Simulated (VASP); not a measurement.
A run of VASP 6.6.1 is set up as follows.

INCAR

```
SYSTEM = Mg
PREC     = Accurate       ! precision mode
ENCUT    = 520            ! plane-wave cutoff, eV
EDIFF    = 1E-6           ! SCF threshold, eV
ISMEAR   = 0              ! smearing method
SIGMA    = 0.028000000000000004 ! smearing width, eV
LREAL    = .False.        ! projectors in reciprocal space
LASPH    = .True.         ! aspherical terms in the spheres
NELM     = 60             ! most SCF steps
ALGO     = Fast           ! electronic algorithm
ISIF     = 2              ! what is computed and relaxed
LWAVE    = .False.        ! write WAVECAR
LCHARG   = .False.        ! write CHGCAR
GGA      = PE             ! functional
NBANDS   = 9              ! bands
```

Contents of KPOINTS:

```
regular mesh
0
Gamma
  10 10 5
  0 0 0
```

The input POSCAR:

```
Mg
1.0
    3.2093000000      0.0000000000      0.0000000000
   -1.6046500000      2.7793353284      0.0000000000
    0.0000000000      0.0000000000      5.2103000000
Mg
2
Direct
    0.6666666667      0.3333333333      0.7500000000
    0.3333333333      0.6666666667      0.2500000000
```

Potentials or basis: VASP PAW PBE potentials, release 64 (Mg).

Run with:

```bash
$ cat potpaw_PBE.64/Mg/POTCAR > POTCAR
$ mpirun -np 1 vasp_std > vasp.out
```

(1) What does it give for the pressure?

(2) Estimate the band gap on the k mesh.

## Answers

(1) -0.6 GPa.

(2) zero (band 2 reaches 3.24 eV, above the bottom of band 3 at 1.33 eV).
